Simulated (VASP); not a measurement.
# Si in VASP: single point with PBEsol

Aim: the single point of Si with PBEsol.

All numbers are computed with VASP 6.6.1; they aren't measurements. Logs are shortened: lines on timing, memory, paths and dates and some standing lists are left out, and cuts for length are marked.

### 1 The cell of the first run

The cell holds a wire or tube with vacuum around it, 20 atoms: a = 15.700 Å, b = 13.100 Å, c = 9.411 Å, α = 90.00°, β = 90.00°, γ = 90.00°.

### 2 Single point, PBEsol, collinear spin

Input file INCAR:

```
  ALGO = Normal
  EDIFF = 1E-6
  ENCUT = 520
  GGA = PS
  ISIF = 2
  ISMEAR = 0
  ISPIN = 2
  LASPH = T
  LCHARG = T
  LELF = T
  LORBIT = 11
  LREAL = Auto
  LVHAR = T
  LWAVE = F
  MAGMOM = 0.3 0.3 0.3 0.3 0.3 0.3 0.3 0.3 0.3 0.3 0.3 0.3 0.3 0.3 0.3 0.3 0.3 0.3 0.3 0.3
  NBANDS = 60
  NELM = 150
  PREC = Accurate
  SIGMA = 0.05
```

Input file KPOINTS:

```
k-points
0
Gamma
  1 1 4
```

Input file POSCAR:

```
Si
1.0
   15.7000000000      0.0000000000      0.0000000000
    0.0000000000     13.1000000000      0.0000000000
    0.0000000000      0.0000000000      9.4113195360
Si
20
Direct
    0.5706455187      0.5000000000      0.2500000000
    0.2880634438      0.5000000000      0.9166666667
    0.3587089626      0.3533528583      0.0000000000
    0.6412910374      0.3533528583      0.3333333333
    0.5000000000      0.6466471417      0.6666666667
    0.4293544813      0.5000000000      0.5833333333
    0.7119365562      0.5000000000      0.9166666667
    0.3587089626      0.6466471417      0.0000000000
    0.6412910374      0.6466471417      0.3333333333
    0.5000000000      0.3533528583      0.6666666667
    0.3587089626      0.3533528583      0.2500000000
    0.6412910374      0.3533528583      0.5833333333
    0.5000000000      0.6466471417      0.9166666667
    0.5706455187      0.5000000000      0.0000000000
    0.2880634438      0.5000000000      0.6666666667
    0.3587089626      0.6466471417      0.2500000000
    0.6412910374      0.6466471417      0.5833333333
    0.5000000000      0.3533528583      0.9166666667
    0.4293544813      0.5000000000      0.3333333333
    0.7119365562      0.5000000000      0.6666666667
```

Potentials or basis: VASP PAW PBE potentials, release 64 (Si).

The run is started by

```sh
$ cat potpaw_PBE.64/Si/POTCAR > POTCAR
$ mpirun -np 1 vasp_std > vasp.out
```

OUTCAR:

```text
EDIFF = 1E-6
   ENCUT = 520
   GGA = PS
   ISIF = 2
   ISMEAR = 0
   ISPIN = 2
   LASPH = T
   LORBIT = 11
   LREAL = Auto
   NELM = 150
   PREC = Accurate

 ion  position               nearest neighbor table
   1  0.571  0.500  0.250-  19 2.35  14 2.35   4 2.35   9 2.35
   2  0.288  0.500  0.917-  15 2.35   8 2.35   3 2.35
   3  0.359  0.353  0.000-  18 2.35  11 2.35   2 2.35
   4  0.641  0.353  0.333-  12 2.35   1 2.35
   5  0.500  0.647  0.667-  17 2.35  13 2.35   6 2.35
   6  0.429  0.500  0.583-  19 2.35  10 2.35   5 2.35  15 2.35
   7  0.712  0.500  0.917-  20 2.35  14 2.35
   8  0.359  0.647  0.000-  13 2.35  16 2.35   2 2.35
   9  0.641  0.647  0.333-  17 2.35   1 2.35
  10  0.500  0.353  0.667-  12 2.35  18 2.35   6 2.35
  11  0.359  0.353  0.250-   3 2.35  19 2.35
  12  0.641  0.353  0.583-  10 2.35   4 2.35  20 2.35
  13  0.500  0.647  0.917-   8 2.35   5 2.35  14 2.35
  14  0.571  0.500  0.000-   1 2.35  13 2.35  18 2.35   7 2.35
  15  0.288  0.500  0.667-   2 2.35   6 2.35
  16  0.359  0.647  0.250-   8 2.35  19 2.35
  17  0.641  0.647  0.583-   5 2.35   9 2.35  20 2.35
  18  0.500  0.353  0.917-   3 2.35  10 2.35  14 2.35
  19  0.429  0.500  0.333-   1 2.35   6 2.35  11 2.35  16 2.35
  20  0.712  0.500  0.667-   7 2.35  12 2.35  17 2.35

  LATTYP: Found a simple orthorhombic cell.
 ALAT       =     9.4113195360
 B/A-ratio  =     1.3919408378
 C/A-ratio  =     1.6682039049

  Lattice vectors:

 A1 = (   0.0000000000,   0.0000000000,  -9.4113195360)
 A2 = (   0.0000000000,  13.1000000000,   0.0000000000)
 A3 = (  15.7000000000,   0.0000000000,   0.0000000000)

Analysis of symmetry for initial positions (statically):
=====================================================================
 Subroutine PRICEL returns:
 Original cell was already a primitive cell.

 Routine SETGRP: Setting up the symmetry group for a
 simple orthorhombic supercell.

 Subroutine GETGRP returns: Found  4 space group operations
 (whereof  2 operations were pure point group operations)
 out of a pool of  8 trial point group operations.

The static configuration has the point symmetry C_1h.
 The point group associated with its full space group is C_2h.

Analysis of symmetry for dynamics (positions and initial velocities):
=====================================================================
 Subroutine PRICEL returns:
 Original cell was already a primitive cell.

 Routine SETGRP: Setting up the symmetry group for a
 simple orthorhombic supercell.

[... 175 lines left out ...]
 Free energy of the ion-electron system (eV)
  ---------------------------------------------------
  ext. energy  EPLUGINS =         0.00000000
  ---------------------------------------------------
  free energy    TOTEN  =       -90.44713691 eV

  energy without entropy =      -90.42067814  energy(sigma->0) =      -90.43390752

 E-fermi :  -2.6009     XC(G=0):  -3.1178

 val. band max:       -2.6101804382   @ k =   0.0000   0.0000   0.0000
 cond. band min:      -2.5989487015   @ k =   0.0000   0.0000   0.5000
 fundamental gap:      0.0112317366
 Fermi energy:        -2.6008727522

 spin component 1

 k-point     1 :       0.0000    0.0000    0.0000
  band No.  band energies     occupation
      1     -13.4956      1.00000
      2     -12.4826      1.00000
      3     -12.1713      1.00000
      4     -12.1342      1.00000
      5     -11.8941      1.00000
      6     -11.5196      1.00000
[... 154 lines left out ...]
     51      -1.2518      0.00000
     52       0.2075      0.00000
 Fermi energy:        -2.6008727522

 spin component 2

 k-point     1 :       0.0000    0.0000    0.0000
  band No.  band energies     occupation
      1     -13.3744      1.00000
      2     -12.2683      1.00000
      3     -12.0457      1.00000
      4     -12.0173      1.00000
      5     -11.8057      1.00000
      6     -11.3598      1.00000
[... 154 lines left out ...]
     51      -0.9111      0.00000
     52       0.3615      0.00000
 [bands above 52 left out]

------------------------ aborting loop because EDIFF is reached ----------------------------------------

  FORCE on cell =-STRESS in cart. coord.  units (eV):
  Direction    XX          YY          ZZ          XY          YZ          ZX
  --------------------------------------------------------------------------------------
  -------------------------------------------------------------------------------------
  Total       -8.2692794     -3.2003366     -7.6450833      0.0000000      0.0000000      1.0193637
  in kB       -6.8447373     -2.6490172     -6.3280709      0.0000000      0.0000000      0.8437587
  external PRESSURE =      -5.2739418 kB  Pullay stress =       0.0000000 kB

 VOLUME and BASIS-vectors are now :
 -----------------------------------------------------------------------------
  energy-cutoff  :      520.00
  volume of cell :     1935.63
      direct lattice vectors                 reciprocal lattice vectors
    15.700000000  0.000000000  0.000000000     0.063694268  0.000000000  0.000000000
     0.000000000 13.100000000  0.000000000     0.000000000  0.076335878  0.000000000
     0.000000000  0.000000000  9.411319536     0.000000000  0.000000000  0.106255026

 POSITION                                       TOTAL-FORCE (eV/Angst)
 -----------------------------------------------------------------------------------
      8.95913      6.55000      2.35283         0.267506      0.000000      0.282271
      4.52260      6.55000      8.62704         0.778170      0.000000     -0.396358
      5.63173      4.62892      0.00000         0.433678      0.307195      0.317828
     10.06827      4.62892      3.13711        -0.033318      0.025203      0.145998
      7.85000      8.47108      6.27421         0.629336     -0.086063      0.341278
      6.74087      6.55000      5.48994        -0.083371      0.000000      0.061058
[... 12 lines left out ...]
      6.74087      6.55000      3.13711        -0.267506      0.000000     -0.282271
     11.17740      6.55000      6.27421        -0.778170      0.000000      0.396358
 -----------------------------------------------------------------------------------
    total drift:                               -0.000002      0.000000      0.000003

  FREE ENERGIE OF THE ION-ELECTRON SYSTEM (eV)
  ---------------------------------------------------
  free  energy   TOTEN  =       -90.4471369095 eV

  energy  without entropy=      -90.4206781402  energy(sigma->0) =      -90.43390752

 total charge

# of ion       s       p       d       tot
------------------------------------------
    1        0.785   0.888   0.000   1.673
    2        0.827   0.795   0.000   1.621
    3        0.813   0.822   0.000   1.635
    4        0.877   0.709   0.000   1.586
    5        0.819   0.804   0.000   1.623
    6        0.790   0.876   0.000   1.666
[... 12 lines left out ...]
   19        0.785   0.888   0.000   1.673
   20        0.827   0.795   0.000   1.621
--------------------------------------------------
tot         16.572  15.906   0.000  32.478

 magnetization (x)

# of ion       s       p       d       tot
------------------------------------------
    1        0.004   0.014   0.000   0.018
    2        0.015   0.093   0.000   0.108
    3        0.012   0.059   0.000   0.071
    4        0.005   0.068   0.000   0.073
    5        0.003   0.008   0.000   0.011
    6       -0.000   0.035   0.000   0.035
[... 12 lines left out ...]
   19        0.004   0.014   0.000   0.018
   20        0.015   0.093   0.000   0.108
--------------------------------------------------
tot          0.154   1.204   0.000   1.357
```

OSZICAR:

```text
N       E                     dE             d eps       ncg     rms          rms(c)
DAV:   1     0.409448825414E+03    0.40945E+03   -0.21796E+04   720   0.887E+02
DAV:   2    -0.386311756873E+02   -0.44808E+03   -0.42979E+03  1064   0.156E+02
[... 22 lines left out ...]
DAV:  25    -0.904471298958E+02   -0.17480E-04   -0.30164E-06   644   0.422E-03    0.564E-04
DAV:  26    -0.904471320041E+02   -0.21082E-05   -0.75468E-07   680   0.199E-03    0.328E-04
DAV:  27    -0.904471334087E+02   -0.14047E-05   -0.18987E-07   580   0.108E-03    0.208E-04
DAV:  28    -0.904471349559E+02   -0.15472E-05   -0.95446E-08   544   0.701E-04    0.129E-04
DAV:  29    -0.904471360371E+02   -0.10811E-05   -0.59737E-08   516   0.569E-04    0.833E-05
DAV:  30    -0.904471369095E+02   -0.87238E-06   -0.60370E-08   516   0.441E-04
   1 F= -.90447137E+02 E0= -.90433908E+02  d E =-.264588E-01  mag=     4.0800
```

stdout:

```text
POSCAR found type information on POSCAR Si
 POSCAR found :  1 types and      20 ions
 scaLAPACK will be used
 -----------------------------------------------------------------------------
|                                                                             |
|                                                                             |
|     You enforced a specific xc type in the INCAR file but a different       |
|     I HOPE YOU KNOW WHAT YOU ARE DOING!                                     |
|                                                                             |
 -----------------------------------------------------------------------------

 LDA part: xc-table for (Slater+PW92), standard interpolation
 POSCAR, INCAR and KPOINTS ok, starting setup
 FFT: planning ... GRIDC
 FFT: planning ... GRID_SOFT
 FFT: planning ... GRID
 WAVECAR not read
 entering main loop
```

It took 71 min on 1 thread of Oxide Virtual Turin-like, shared host; peak memory 2.2 GiB.

What came out:

```
Free energy                                           : -90.4471 eV
Largest force                                         : 0.873 eV/Å
Net moment                                            : 4.08 μB per cell
Site moments                                          : Si +0.02, +0.11, +0.07, +0.01, +0.04, +0.21 (each value once) μB
Valence electrons inside the program's atomic spheres : Si 1.67, 1.62, 1.64, 1.59 (each value once)
```

Forces on the atoms (eV/Å):
```
Si   0.268  0.000  0.282
Si   0.778  0.000 -0.396
Si   0.434  0.307  0.318
Si  -0.033  0.025  0.146
Si   0.629 -0.086  0.341
Si  -0.083  0.000  0.061
Si   0.046  0.000 -0.087
Si   0.434 -0.307  0.318
Si  -0.033 -0.025  0.146
Si   0.629  0.086  0.341
Si   0.033  0.025 -0.146
Si  -0.434  0.307 -0.318
Si  -0.629 -0.086 -0.341
Si   0.083  0.000 -0.061
Si  -0.046  0.000  0.087
Si   0.033 -0.025 -0.146
Si  -0.434 -0.307 -0.318
Si  -0.629  0.086 -0.341
Si  -0.268  0.000 -0.282
Si  -0.778  0.000  0.396
```

Caveat: a moment this small can come from the mesh or the smearing; the PAW data sets were made with another functional, which shifts forces and pressure a little.
